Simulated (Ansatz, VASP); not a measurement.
**Two plane-wave programs on Ta**

```
Ta
1.0
    -1.66042    1.66042    1.66042
     1.66042   -1.66042    1.66042
     1.66042    1.66042   -1.66042
Ta
1
Direct
  0.00000 0.00000 0.00000
```

Alike in both runs: functional PBE; k mesh 32 × 32 × 32; occupations gaussian, width 0.3 eV; no spin polarisation.

Ansatz relaxed the structure, and its values are those at the end. VASP's run is a single point on that final structure, the one shown.

```csv
,VASP,Ansatz
version,VASP 6.6.1,Ansatz 0.2.0
potentials or method,"VASP PAW PBE potentials, release 64 (Ta_pv)","scalar-relativistic, plane waves, PAW"
plane-wave cutoff (eV),520,420
valence electrons in the cell,11,13
```

Ansatz gave:

| Property | Result |
| --- | --- |
| gap on the k mesh at the Fermi level (eV) | none |
| pressure (GPa) | 0.0 |

Q: What did VASP give for the same quantities?

A: gap on the k mesh at the Fermi level (eV): none; pressure (GPa): 0.1.

A gap of «none» marks a metal or a gap that the smearing closes. VASP's potentials hold 11 valence electrons a cell and Ansatz's 13, so a difference there can come from the potentials and not from the codes.

Spin-orbit coupling is off throughout.
